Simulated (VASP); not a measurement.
# Si (a cell with a defect) in VASP: notebook

The runs below take Si (a cell with a defect) through single point, with PBE.

All numbers are computed with VASP 6.6.1; they aren't measurements. Logs are shortened: lines on timing, memory, paths and dates and some standing lists are left out, and cuts for length are marked.

### Step 1. The cell of the first run

The cell holds a defect, 17 atoms: a = 7.679 Å, b = 7.679 Å, c = 7.679 Å, α = 60.00°, β = 60.00°, γ = 60.00°.

### Step 2. Single point, PBE

INCAR

```
SYSTEM = Si
  PREC = Accurate
  ENCUT = 520
  EDIFF = 1E-6
  ISMEAR = -1
  SIGMA = 0.05
  LREAL = Auto
  LASPH = .TRUE.
  NELM = 100
  ALGO = Normal
  ISIF = 2
  LWAVE = .FALSE.
  LCHARG = .FALSE.
  GGA = PE
  NBANDS = 48
```

KPOINTS

```
Automatic mesh
0
G
  2 2 2
  0 0 0
```

POSCAR

```
Si
1.0
    0.0000000000      5.4300000000      5.4300000000
    5.4300000000      0.0000000000      5.4300000000
    5.4300000000      5.4300000000      0.0000000000
Si
17
Direct
    0.0022671617     -0.0033183698      0.0042056275
    0.1240645170      0.1262135077      0.1252170898
    0.0023650743     -0.0032791900      0.4974933418
    0.1299700758      0.1228126097      0.6239812958
   -0.0000374563      0.4998828851      0.0002987733
    0.1242235904      0.6242899736      0.1253122770
    0.0026768883      0.5029297074      0.4974942544
    0.1243088961      0.6243714442      0.6266245881
    0.4964075852     -0.0036031321      0.0040435605
    0.6220207765      0.1221515573      0.1331367746
    0.4984769123     -0.0008344880      0.5015668521
    0.6220544733      0.1221655775      0.6234346158
    0.4966288370      0.5024461426      0.0041403189
    0.6263025064      0.6240732964      0.1251740131
    0.4966950284      0.5025160668      0.4974666576
    0.6224992678      0.6306809513      0.6237874407
    0.7484708658      0.2492163602      0.7514712189
```

Potentials or basis: VASP PAW PBE potentials, release 64 (Si).

Launch:

```
$ cat potpaw_PBE.64/Si/POTCAR > POTCAR
$ mpirun -np 1 vasp_std > vasp.out
```

OUTCAR:

```text
SYSTEM = Si
   PREC = Accurate
   ENCUT = 520
   EDIFF = 1E-6
   ISMEAR = -1
   LREAL = Auto
   LASPH = .TRUE.
   NELM = 100
   ISIF = 2
   GGA = PE

 ion  position               nearest neighbor table
   1  0.002  0.997  0.004-   2 2.33   6 2.34   4 2.38  10 2.38  17 2.75
   2  0.124  0.126  0.125-   3 2.33   1 2.33   9 2.33   5 2.34
   3  0.002  0.997  0.497-   2 2.33   8 2.33   4 2.38  12 2.38  17 2.75
   4  0.130  0.123  0.624-  11 2.31   7 2.38   3 2.38   1 2.38  17 2.39
   5  1.000  0.500  0.000-  14 2.34   2 2.34   8 2.34   6 2.34
   6  0.124  0.624  0.125-   7 2.33   1 2.34  13 2.34   5 2.34
   7  0.003  0.503  0.497-   6 2.33   8 2.33   4 2.38  16 2.38  17 2.76
   8  0.124  0.624  0.627-   7 2.33   3 2.33  15 2.34   5 2.34
   9  0.496  0.996  0.004-  14 2.33   2 2.33  10 2.39  12 2.39  17 2.74
  10  0.622  0.122  0.133-  11 2.31   1 2.38  13 2.38   9 2.39  17 2.39
  11  0.498  0.999  0.502-  10 2.31  12 2.31  16 2.31   4 2.31
  12  0.622  0.122  0.623-  11 2.31   3 2.38  15 2.38   9 2.39  17 2.39
  13  0.497  0.502  0.004-  14 2.33   6 2.34  10 2.38  16 2.38  17 2.75
  14  0.626  0.624  0.125-  15 2.33   9 2.33  13 2.33   5 2.34
  15  0.497  0.503  0.497-  14 2.33   8 2.34  16 2.38  12 2.38  17 2.75
  16  0.622  0.631  0.624-  11 2.31   7 2.38  15 2.38  13 2.38  17 2.39
  17  0.748  0.249  0.751-  16 2.39   4 2.39  12 2.39  10 2.39   9 2.74  15 2.75  13 2.75   3 2.75
                             1 2.75   7 2.76

  LATTYP: Found a face centered cubic cell.
 ALAT       =    10.8600000000

  Lattice vectors:

 A1 = (   0.0000000000,   5.4300000000,   5.4300000000)
 A2 = (   5.4300000000,   0.0000000000,   5.4300000000)
 A3 = (   5.4300000000,   5.4300000000,   0.0000000000)

Analysis of symmetry for initial positions (statically):
=====================================================================
 Subroutine PRICEL returns:
 Original cell was already a primitive cell.

 Routine SETGRP: Setting up the symmetry group for a
 face centered cubic supercell.

 Subroutine GETGRP returns: Found  1 space group operations
 (whereof  1 operations were pure point group operations)
 out of a pool of 48 trial point group operations.

The static configuration has the point symmetry C_1 .

Analysis of symmetry for dynamics (positions and initial velocities):
=====================================================================
 Subroutine PRICEL returns:
 Original cell was already a primitive cell.

 Routine SETGRP: Setting up the symmetry group for a
 face centered cubic supercell.

 Subroutine GETGRP returns: Found  1 space group operations
 (whereof  1 operations were pure point group operations)
 out of a pool of 48 trial point group operations.
[... 122 lines left out ...]
   POTIM  = 0.5000    time-step for ionic-motion
   TEBEG  =    0.0;   TEEND  =   0.0 temperature during run
   PSTRESS=    0.0 pullay stress
   NELECT =      68.0000    total number of electrons
   NUPDOWN=      -1.0000    fix difference up-down
   EMIN   =  10.00;   EMAX   =-10.00  energy-range for DOS
   EFERMI =   0.00;   METHOD = LEGACY
   ISMEAR =    -1;   SIGMA  =   0.05  broadening in eV -4-tet -1-fermi 0-gaus
   EFERMI_NEDOS =   21; number of points for ismear=-14 and -15
   IALGO  =     38    algorithm
   IMIX   =      4    mixing-type and parameters
     AMIX     =   0.40;   BMIX     =  1.00
     AMIX_MAG =   1.60;   BMIX_MAG =  1.00
  volume/ion in A,a.u.               =      18.84       127.11
  Fermi-wavevector in a.u.,A,eV,Ry     =   0.976715  1.845724 12.979587  0.953973
  Thomas-Fermi vector in A             =   2.107356
   LORBIT       =      0    0 simple, 1 ext, 2 COOP (PROOUT), +10 PAW based schemes
   GGA     = PE    functional components
   LHFCALC =     F    Hartree Fock is set to
   AEXX    =    0.0000 exact exchange contribution
   IVDW    =     0    specifies the selected vdW correction
   LEPSILON=     F    determine dielectric tensor
   LRPA    =     F    only Hartree local field effects (RPA)
 non-spin polarized calculation
  energy-cutoff  :      520.00
  volume of cell :      320.21
 maximum number of plane-waves:      8646
 NGX is ok and might be reduce to    60
   NGX = 29   NGY = 29   NGZ = 29

 number of electron      68.0000001 magnetization

 Free energy of the ion-electron system (eV)
  ---------------------------------------------------
  ext. energy  EPLUGINS =         0.00000000
  ---------------------------------------------------
  free energy    TOTEN  =       -88.01320818 eV

  energy without entropy =      -87.97918608  energy(sigma->0) =      -87.99619713

 E-fermi :   6.8802     XC(G=0):  -9.6752

 val. band max:        6.6780612009   @ k =   0.0000   0.0000   0.0000
 cond. band min:       6.9248565201   @ k =   0.5000   0.5000   0.0000
 fundamental gap:      0.2467953192
 Fermi energy:         6.8802278891

 k-point     1 :       0.0000    0.0000    0.0000
  band No.  band energies     occupation
      1      -6.3182      2.00000
      2      -3.7744      2.00000
      3      -3.6285      2.00000
      4      -3.6268      2.00000
      5      -3.6263      2.00000
      6      -2.8118      2.00000
[... 381 lines left out ...]
     45      10.1231      0.00000
     46      10.1250      0.00000
 [bands above 46 left out]

------------------------ aborting loop because EDIFF is reached ----------------------------------------

  FORCE on cell =-STRESS in cart. coord.  units (eV):
  Direction    XX          YY          ZZ          XY          YZ          ZX
  --------------------------------------------------------------------------------------
  -------------------------------------------------------------------------------------
  Total       10.6151031     10.6156163     10.6138209      0.0035469      0.0023217      0.0095401
  in kB       53.1135481     53.1161161     53.1071328      0.0177474      0.0116170      0.0477349
  external PRESSURE =      53.1122657 kB  Pullay stress =       0.0000000 kB

 VOLUME and BASIS-vectors are now :
 -----------------------------------------------------------------------------
  energy-cutoff  :      520.00
  volume of cell :      320.21
      direct lattice vectors                 reciprocal lattice vectors
     0.000000000  5.430000000  5.430000000    -0.092081031  0.092081031  0.092081031
     5.430000000  0.000000000  5.430000000     0.092081031 -0.092081031  0.092081031
     5.430000000  5.430000000  0.000000000     0.092081031  0.092081031 -0.092081031

 POSITION                                       TOTAL-FORCE (eV/Angst)
 -----------------------------------------------------------------------------------
      5.43482      0.03515      5.42429        -0.003474     -0.013370     -0.001030
      1.36527      1.35360      1.35901         0.005333     -0.011392      0.012159
      8.11358      2.71423      5.42504         0.018024      0.002387     -0.004757
      4.05509      4.09396      1.37261        -0.010250      0.011690      0.012332
      2.71599      5.43142      8.14416         0.001300      0.000393     -0.003772
      4.07034      1.35498      4.06443        -0.016229     -0.015454     -0.000097
[... 9 lines left out ...]
      6.81176      6.76734      6.80477         0.007993     -0.005714      0.007865
      5.43373      8.14469      5.41744         0.001900      0.003300     -0.004251
 -----------------------------------------------------------------------------------
    total drift:                               -0.003580     -0.002991      0.004144

  FREE ENERGIE OF THE ION-ELECTRON SYSTEM (eV)
  ---------------------------------------------------
  free  energy   TOTEN  =       -88.0132081842 eV

  energy  without entropy=      -87.9791860773  energy(sigma->0) =      -87.99619713
```

stdout:

```text
POSCAR found type information on POSCAR Si
 POSCAR found :  1 types and      17 ions
 scaLAPACK will be used
 LDA part: xc-table for (Slater+PW92), standard interpolation
 POSCAR, INCAR and KPOINTS ok, starting setup
 FFT: planning ... GRIDC
 FFT: planning ... GRID_SOFT
 FFT: planning ... GRID
 WAVECAR not read
 entering main loop
```

Wall time 1.9 min (1 thread of AMD EPYC 9R45 (Zen 5), shared host); peak memory 0.44 GiB.

Results:

| Item | Value |
| --- | --- |
| Free energy | -88.0132 eV |
| Pressure | 5.3 GPa |
| Largest force | 0.033 eV/Å |
| Band gap on the k mesh | zero (bands 34 and 35 overlap by 0.25 eV) |

Forces on the atoms (eV/Å):
```
Si  -0.003 -0.013 -0.001
Si   0.005 -0.011  0.012
Si   0.018  0.002 -0.005
Si  -0.010  0.012  0.012
Si   0.001  0.000 -0.004
Si  -0.016 -0.015  0.000
Si   0.002  0.000 -0.032
Si   0.014  0.016 -0.005
Si  -0.002 -0.004  0.015
Si  -0.005 -0.004  0.003
Si   0.001  0.000 -0.001
Si   0.004  0.005 -0.002
Si  -0.012 -0.006 -0.001
Si  -0.011  0.006  0.011
Si   0.004  0.014 -0.005
Si   0.008 -0.006  0.008
Si   0.002  0.003 -0.004
```

Caveat: the k points lie up to 0.50 Å⁻¹ apart.

### Step 3. Single point, PBE

INCAR

```
ALGO = Normal
EDIFF = 1E-6
ENCUT = 520
GGA = PE
ISIF = 2
ISMEAR = -1
LASPH = True
LCHARG = True
LELF = True
LREAL = Auto
LVHAR = True
LWAVE = False
NBANDS = 48
NELM = 100
PREC = Accurate
SIGMA = 0.05
```

KPOINTS

```
k-points
0
Gamma
  2 2 2
```

POSCAR

```
Si
1.0
    0.0000000000      5.4300000000      5.4300000000
    5.4300000000      0.0000000000      5.4300000000
    5.4300000000      5.4300000000      0.0000000000
Si
17
Direct
   -0.0012478460      0.0004635736      0.0006251096
    0.1281605519      0.1217779663      0.1221744933
    0.0023621419     -0.0065920851      0.5024579893
    0.1282912208      0.1220286631      0.6283081610
    0.0020503709      0.5020116044     -0.0056774739
    0.1281597794      0.6281380330      0.1223776612
    0.0025173592      0.5024115148      0.5027089538
    0.1252139041      0.6249701537      0.6258318309
    0.5004463988      0.0004277251      0.0004853141
    0.6250405542      0.1250472926      0.1249916942
    0.5005985951      0.0005357363      0.4986969092
    0.6220443134      0.1219230428      0.6281628290
    0.5004879408      0.4987597845      0.0005867725
    0.6218269508      0.6281611490      0.1221020946
    0.4936653212      0.5022287560      0.5023634952
    0.6221487528      0.6282208495      0.6282597696
    0.8751941508      0.3749660705      0.3757918565
```

Potentials or basis: VASP PAW PBE potentials, release 64 (Si).

Launch:

```
$ cat potpaw_PBE.64/Si/POTCAR > POTCAR
$ mpirun -np 1 vasp_std > vasp.out
```

Run time: 2 min. Hardware: 1 thread of AMD EPYC 9R45 (Zen 5), shared host; peak memory 0.44 GiB.

The run converged. Its results:

```
Free energy            : -88.0133 eV
Pressure               : 5.3 GPa
Largest force          : 0.027 eV/Å
Band gap on the k mesh : zero (bands 34 and 35 overlap by 0.25 eV)
```

Forces in eV/Å, atoms in the order of the input:
```
Si   0.014 -0.014 -0.015
Si   0.023  0.002  0.001
Si  -0.001  0.002 -0.001
Si  -0.001 -0.016 -0.002
Si  -0.008 -0.008  0.009
Si  -0.001 -0.001 -0.016
Si  -0.006 -0.005 -0.007
Si   0.000  0.000  0.000
Si   0.015  0.015  0.017
Si   0.001  0.002  0.000
Si  -0.014 -0.013  0.014
Si   0.002  0.002  0.018
Si  -0.015  0.013 -0.015
Si   0.002  0.025  0.001
Si   0.003 -0.003 -0.003
Si  -0.015  0.000 -0.002
Si   0.001  0.001  0.001
```

Levels at points of the mesh, in eV from the Fermi level:
```csv
k point,band 31,band 32,band 33,band 34,band 35,band 36,band 37,band 38
"(0.00, 0.00, 0.00)",-0.79,-0.79,-0.79,-0.21,-0.21,-0.20,0.11,0.12
"(0.50, 0.00, 0.00)",-1.54,-1.40,-1.40,-0.32,0.56,0.57,0.93,0.93
"(0.00, 0.50, 0.00)",-1.54,-1.40,-1.40,-0.32,0.56,0.57,0.93,0.93
"(0.00, 0.00, 0.50)",-1.55,-1.40,-1.40,-0.32,0.56,0.57,0.93,0.93
"(0.50, 0.50, 0.50)",-1.55,-1.40,-1.40,-0.31,0.57,0.57,0.92,0.93
"(0.50, 0.50, 0.00)",-1.99,-1.86,-0.97,0.04,0.75,1.05,1.05,1.18
"(0.00, 0.50, 0.50)",-2.00,-1.86,-0.97,0.04,0.75,1.05,1.06,1.17
"(0.50, 0.00, 0.50)",-2.00,-1.86,-0.96,0.04,0.75,1.05,1.06,1.17
```

Caveat: the k points lie up to 0.50 Å⁻¹ apart.

### Step 4. Single point, PBE

INCAR

```
SYSTEM = Si
  PREC = Accurate
  ENCUT = 520
  EDIFF = 1E-7
  ISMEAR = -1
  SIGMA = 0.05
  LREAL = Auto
  LASPH = .True.
  NELM = 60
  ALGO = Normal
  ISIF = 2
  LWAVE = .False.
  LCHARG = .False.
  GGA = PE
  NBANDS = 48
```

KPOINTS

```
Automatic mesh
0
Gamma
  2 2 2
  0 0 0
```

POSCAR

```
Si
1.0
    0.0000000000      5.4300000000      5.4300000000
    5.4300000000      0.0000000000      5.4300000000
    5.4300000000      5.4300000000      0.0000000000
Si
17
Direct
    0.0022671271     -0.0033183241      0.0042056169
    0.1240645488      0.1262135359      0.1252170350
    0.0023650092     -0.0032791897      0.4974933702
    0.1299700737      0.1228126151      0.6239813076
   -0.0000373849      0.4998828729      0.0002987109
    0.1242236648      0.6242899632      0.1253122468
    0.0026768877      0.5029297422      0.4974941989
    0.1243089319      0.6243713628      0.6266245856
    0.4964075506     -0.0036031308      0.0040436464
    0.6220207182      0.1221516575      0.1331367403
    0.4984768877     -0.0008345304      0.5015669429
    0.6220545120      0.1221655617      0.6234346225
    0.4966289134      0.5024460405      0.0041403315
    0.6263025783      0.6240732965      0.1251740331
    0.4966950276      0.5025160221      0.4974666667
    0.6224993554      0.6306809392      0.6237873849
    0.7484709024      0.2492163904      0.7514712707
```

Launch:

```
$ cat potpaw_PBE.64/Si/POTCAR > POTCAR
$ mpirun -np 1 vasp_std > vasp.out
```

It took 1.9 min on 1 thread of AMD EPYC 9R45 (Zen 5), shared host; peak memory 0.44 GiB.

Results (log left out):

```
Free energy            : -88.0132 eV
Pressure               : 5.3 GPa
Largest force          : 0.033 eV/Å
Band gap on the k mesh : zero (bands 34 and 35 overlap by 0.25 eV)
```

Forces in eV/Å, atoms in the order of the input:
```
Si  -0.003 -0.013 -0.001
Si   0.005 -0.011  0.012
Si   0.018  0.002 -0.005
Si  -0.010  0.012  0.012
Si   0.001  0.000 -0.004
Si  -0.016 -0.015  0.000
Si   0.002  0.000 -0.032
Si   0.014  0.016 -0.005
Si  -0.002 -0.004  0.015
Si  -0.005 -0.004  0.003
Si   0.001  0.000 -0.001
Si   0.004  0.005 -0.002
Si  -0.012 -0.006 -0.001
Si  -0.011  0.006  0.011
Si   0.004  0.014 -0.005
Si   0.008 -0.006  0.008
Si   0.002  0.003 -0.004
```

Levels at points of the mesh, in eV from the Fermi level:
| k point | band 32 | band 33 | band 34 | band 35 | band 36 | band 37 |
| --- | --- | --- | --- | --- | --- | --- |
| (0.00, 0.00, 0.00) | -0.79 | -0.79 | -0.21 | -0.21 | -0.20 | 0.11 |
| (0.50, 0.00, 0.00) | -1.40 | -1.40 | -0.32 | 0.56 | 0.57 | 0.93 |
| (0.00, 0.50, 0.00) | -1.40 | -1.40 | -0.32 | 0.56 | 0.57 | 0.93 |
| (0.00, 0.00, 0.50) | -1.40 | -1.40 | -0.31 | 0.56 | 0.57 | 0.92 |
| (0.50, 0.50, 0.50) | -1.40 | -1.40 | -0.32 | 0.56 | 0.57 | 0.92 |
| (0.50, 0.50, 0.00) | -1.86 | -0.96 | 0.04 | 0.75 | 1.05 | 1.06 |
| (0.00, 0.50, 0.50) | -1.86 | -0.96 | 0.04 | 0.74 | 1.05 | 1.06 |
| (0.50, 0.00, 0.50) | -1.86 | -0.96 | 0.04 | 0.74 | 1.05 | 1.06 |

Caveat: the k points lie up to 0.50 Å⁻¹ apart.

### Step 5. Single point, PBE

INCAR

```
SYSTEM = Si
ALGO = Normal ; EDIFF = 1E-6
ENCUT = 520 ; GGA = PE
ISIF = 2 ; ISMEAR = -1
LASPH = .TRUE. ; LCHARG = .TRUE.
LELF = .TRUE. ; LREAL = Auto
LVHAR = .TRUE. ; LWAVE = .FALSE.
NBANDS = 48 ; NELM = 60
PREC = Accurate ; SIGMA = 0.05
```

KPOINTS

```
k-points
0
G
  2 2 2
  0 0 0
```

POSCAR

```
Si
1.0
    0.0000000000      5.4300000000      5.4300000000
    5.4300000000      0.0000000000      5.4300000000
    5.4300000000      5.4300000000      0.0000000000
Si
17
Direct
   -0.0012478821      0.0004635359      0.0006252302
    0.1281604972      0.1217779926      0.1221744936
    0.0023620626     -0.0065920810      0.5024580110
    0.1282912523      0.1220286372      0.6283081952
    0.0020503683      0.5020115101     -0.0056774401
    0.1281597606      0.6281380295      0.1223776243
    0.0025174033      0.5024115101      0.5027089319
    0.1252138122      0.6249701657      0.6258318600
    0.5004464088      0.0004278085      0.0004852670
    0.6250405157      0.1250473297      0.1249917127
    0.5005986188      0.0005356354      0.4986969613
    0.6220443831      0.1219230203      0.6281627993
    0.5004879374      0.4987597606      0.0005868324
    0.6218269797      0.6281610497      0.1221021179
    0.4936652855      0.5022288214      0.5023634438
    0.6221487109      0.6282209024      0.6282597606
    0.8751941068      0.3749661142      0.3757918969
```

Launch:

```
$ cat potpaw_PBE.64/Si/POTCAR > POTCAR
$ mpirun -np 1 vasp_std > vasp.out
```

It took 1.9 min on 1 thread of AMD EPYC 9R45 (Zen 5), shared host; peak memory 0.44 GiB.

It converged, with:

| Property | Result |
| --- | --- |
| Free energy | -88.0133 eV |
| Pressure | 5.3 GPa |
| Largest force | 0.027 eV/Å |
| Band gap on the k mesh | zero (bands 34 and 35 overlap by 0.25 eV) |

Forces in eV/Å, atoms in the order of the input:
```
Si   0.014 -0.014 -0.015
Si   0.023  0.002  0.001
Si  -0.001  0.002 -0.001
Si  -0.001 -0.016 -0.002
Si  -0.008 -0.008  0.009
Si  -0.001 -0.001 -0.016
Si  -0.006 -0.005 -0.007
Si   0.000  0.000  0.000
Si   0.015  0.015  0.017
Si   0.001  0.002  0.000
Si  -0.014 -0.013  0.014
Si   0.002  0.002  0.018
Si  -0.015  0.013 -0.015
Si   0.002  0.025  0.001
Si   0.003 -0.003 -0.003
Si  -0.015  0.000 -0.002
Si   0.001  0.001  0.001
```

Levels at points of the mesh, in eV from the Fermi level:
| k point | band 31 | band 32 | band 33 | band 34 | band 35 | band 36 | band 37 | band 38 |
| --- | --- | --- | --- | --- | --- | --- | --- | --- |
| (0.00, 0.00, 0.00) | -0.79 | -0.79 | -0.79 | -0.21 | -0.21 | -0.20 | 0.11 | 0.12 |
| (0.50, 0.00, 0.00) | -1.54 | -1.40 | -1.40 | -0.32 | 0.56 | 0.57 | 0.93 | 0.93 |
| (0.00, 0.50, 0.00) | -1.54 | -1.40 | -1.40 | -0.32 | 0.56 | 0.57 | 0.93 | 0.93 |
| (0.00, 0.00, 0.50) | -1.55 | -1.40 | -1.40 | -0.32 | 0.56 | 0.57 | 0.93 | 0.93 |
| (0.50, 0.50, 0.50) | -1.55 | -1.40 | -1.40 | -0.31 | 0.57 | 0.57 | 0.92 | 0.93 |
| (0.50, 0.50, 0.00) | -1.99 | -1.86 | -0.97 | 0.04 | 0.75 | 1.05 | 1.05 | 1.18 |
| (0.00, 0.50, 0.50) | -2.00 | -1.86 | -0.97 | 0.04 | 0.75 | 1.05 | 1.06 | 1.17 |
| (0.50, 0.00, 0.50) | -2.00 | -1.86 | -0.96 | 0.04 | 0.75 | 1.05 | 1.06 | 1.17 |

Caveat: the k points lie up to 0.50 Å⁻¹ apart.

The gap in the log of VASP goes by the Fermi energy; the results here count the filled bands.